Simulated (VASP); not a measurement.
Cr, 1 atom in the cell. Symmetry: Im-3m, No. 229, cubic system. The conventional cell has a = 2.884 Å, b = 2.884 Å, c = 2.884 Å, α = 90.00°, β = 90.00°, γ = 90.00°. Within 3.3 Å of Cr (site symmetry m-3m) lie 14 Cr at 2.50 to 2.88 Å. 

| Item | Value |
| --- | --- |
| Program | VASP 6.6.1 |
| Task | single point |
| Functional | LDA |
| Potentials or basis | VASP PAW LDA potentials, release 64 (Cr_pv) |
| Cutoff | 500 eV |
| k mesh | 14 × 14 × 14 |
| Occupations | gaussian, width 0.05 eV |
| Spin | collinear spin, ferromagnetic start |
| Starting moments | [0.9] μB |
| Fixed moment | 0.9 μB |
| Dipole correction | no |
| Further INCAR settings | ALGO = Normal; EDIFF = 1e-06; NBANDS = 16 |

Potentials or basis: VASP PAW LDA potentials, release 64 (Cr_pv).

Launch:

```bash
$ cat potpaw_LDA.64/Cr_pv/POTCAR > POTCAR
$ mpirun -np 1 vasp_std > vasp.out
```

Hardware: 1 thread of Intel(R) Xeon(R) 6975P-C (Granite Rapids), on a shared host.

Question: How long does it take, and how much memory?

Answer: Run time: 13 s on 1 thread of Intel(R) Xeon(R) 6975P-C (Granite Rapids), on a shared host, peak memory 0.13 GiB. Counts: scf iterations 13, k points 104.
